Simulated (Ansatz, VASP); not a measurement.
**C in VASP and in Ansatz**

POSCAR

```
C
1.0
    1.7801417073     -1.7801417073      0.0000000000
    1.7801417073      0.0000000000     -1.7801417073
    8.3072092914      6.5272455983      6.5272455983
C
12
Direct
    0.5763868067      0.5763868067      0.2708666667
   -0.0347298600     -0.0347298600      0.1042000000
    0.1875034733      0.1875034733      0.4375333333
    0.4097368067      0.4097368067      0.7708666667
    0.7986201400      0.7986201400      0.6042000000
    0.0208534733      0.0208534733      0.9375333333
    0.5347243067      0.5347243067      0.3958666667
    0.9236076400      0.9236076400      0.2292000000
    0.1458409733      0.1458409733      0.5625333333
    0.3680743067      0.3680743067      0.8958666667
   -0.2430423600     -0.2430423600      0.7292000000
    0.3124909733      0.3124909733      0.0625333333
```

File INCAR.step1:

```
ALGO = Normal
EDIFF = 1E-4
ENCUT = 520
GGA = PE
ISMEAR = 0
LASPH = T
LCHARG = F
LREAL = F
LWAVE = T
NBANDS = 36
NELM = 80
PREC = Accurate
SIGMA = 0.05
```

File INCAR.step2:

```
ALGO = Normal
EDIFF = 1E-6
ENCUT = 520
ISIF = 2
ISMEAR = 0
ISTART = 1
LASPH = T
LCHARG = F
LMIXTAU = T
LREAL = F
LWAVE = F
METAGGA = R2SCAN
NBANDS = 36
NELM = 80
PREC = Accurate
SIGMA = 0.05
```

The input KPOINTS:

```
k-points
0
Gamma
  10 10 2
```

Input for Ansatz:

```yaml
crystal:
  lattice:
    - [1.7801417073, -1.7801417073, 0.0]
    - [1.7801417073, 0.0, -1.7801417073]
    - [8.3072092914, 6.5272455983, 6.5272455983]
  atoms:
    - { symbol: C, position: [0.5763868067, 0.5763868067, 0.2708666667] }
    - { symbol: C, position: [-0.03472986, -0.03472986, 0.1042] }
    - { symbol: C, position: [0.1875034733, 0.1875034733, 0.4375333333] }
    - { symbol: C, position: [0.4097368067, 0.4097368067, 0.7708666667] }
    - { symbol: C, position: [0.79862014, 0.79862014, 0.6042] }
    - { symbol: C, position: [0.0208534733, 0.0208534733, 0.9375333333] }
    - { symbol: C, position: [0.5347243067, 0.5347243067, 0.3958666667] }
    - { symbol: C, position: [0.92360764, 0.92360764, 0.2292] }
    - { symbol: C, position: [0.1458409733, 0.1458409733, 0.5625333333] }
    - { symbol: C, position: [0.3680743067, 0.3680743067, 0.8958666667] }
    - { symbol: C, position: [-0.24304236, -0.24304236, 0.7292] }
    - { symbol: C, position: [0.3124909733, 0.3124909733, 0.0625333333] }
basis:
  ecutwfc: 500
kpoints:
  mp_grid: { grid: [10, 10, 2] }
hamiltonian:
  xc: r2scan
scf:
  occupations: { method: gaussian, width: 0.05 }
output:
  forces: true
  stress: true
  eigenvalues: true
  write_density: true
  write_potential: true
  elf: true
  volumetric_format: npy
```

Alike in both runs: task single point; functional r2SCAN; k mesh 10 × 10 × 2; occupations gaussian, width 0.05 eV; no spin polarisation.

|  | VASP | Ansatz |
| --- | --- | --- |
| version | VASP 6.6.1 | Ansatz 0.2.0 |
| potentials or method | VASP PAW PBE potentials, release 64 (C), cutoff 520 eV | scalar-relativistic, plane waves, PAW |
| valence electrons in the cell | 48 | 48 |

VASP gave:

* gap on the k mesh at the Fermi level (eV): none
* pressure (GPa): 10.1
* traceless stress, the component that is largest in VASP (GPa): 14.51
* rms of the force components (eV/Å): 1.405

Question: Which values does Ansatz return?

Answer: gap on the k mesh at the Fermi level (eV): none; pressure (GPa): 9.0; traceless stress, the component that is largest in VASP (GPa): 14.57; rms of the force components (eV/Å): 1.415.

VASP's potentials were made for PBE, not for r2SCAN. Atom by atom the forces differ by 0.010 eV/Å (rms over components). A gap of «none» marks a metal or a gap that the smearing closes. With one functional, cell and mesh, what is left measures potentials, basis and numerics.
